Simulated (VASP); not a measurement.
**Na: single point with LDA**

Na:

```
CELL_PARAMETERS angstrom
5.73697 0.00000 0.00000
-2.86849 4.96836 0.00000
0.00000 0.00000 3.39236
ATOMIC_POSITIONS crystal
Na 0.00000 0.00000 0.00000
Na 0.33333 0.66667 0.50000
Na 0.66667 0.33333 0.50000
```

This cell differs from its parent crystal: volume scaled by 0.96.

| Quantity | Value |
| --- | --- |
| Program | VASP 6.6.1 |
| Task | single point |
| Functional | LDA |
| Potentials or basis | VASP PAW LDA potentials, release 64 (Na_pv) |
| Cutoff | 520 eV |
| k mesh | 7 × 7 × 10 |
| Occupations | fermi-dirac, width 0.1 eV |
| Spin | no spin polarisation |

The pressure is 0.4 GPa.

Stress tensor (GPa, compression positive):
```
0.32 0.00 0.00
0.00 0.32 0.00
0.00 0.00 0.52
```

Levels at points of the mesh, in eV from the Fermi level:
```csv
k point,band 7,band 8,band 9,band 10,band 11,band 12,band 13,band 14
"(0.00, 0.00, 0.00)",-24.83,-24.83,-24.81,-3.61,2.07,2.07,2.08,2.08
"(0.00, 0.00, 0.50)",-24.87,-24.82,-24.82,-0.33,-0.32,4.79,4.79,4.95
```

Wall time 98 s on 1 thread of AMD EPYC 7R13 (shared host), peak memory 0.18 GiB.
